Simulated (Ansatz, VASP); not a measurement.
# Two plane-wave programs on Ni

```
Ni
1.0
     0.00000    2.53645    2.53645
     2.53645    0.00000    2.53645
     2.53645    2.53645    0.00000
Ni
2
Direct
  0.12500 0.12500 0.12500
  0.87500 0.87500 0.87500
```

Alike in both runs: task single point; functional PBEsol; k mesh 12 × 12 × 12; occupations fermi-dirac, width 0.05 eV; collinear spin.

|  | VASP | Ansatz |
| --- | --- | --- |
| version | VASP 6.6.1 | Ansatz 0.2.0 |
| potentials or method | VASP PAW PBE potentials, release 64 (Ni), cutoff 520 eV | plane waves (420 eV) with PAW, scalar-relativistic |
| valence electrons in the cell | 20 | 36 |

|  | VASP | Ansatz | Ansatz less VASP |
| --- | --- | --- | --- |
| pressure (GPa) | -3.8 | -3.8 | -0.03 |
| net moment per atom (μB) | 0.78 | 0.80 | +0.015 |
| size of the moment on the site where the two differ most (μB) | 0.79 | 0.83 | +0.047 |

VASP's potentials were made for PBE, not for PBEsol, and Ansatz warns of the same on its side. Site moments also hang on the region over which each program counts them. VASP's potentials hold 20 valence electrons a cell and Ansatz's 36, so a difference there can come from the potentials and not from the codes.
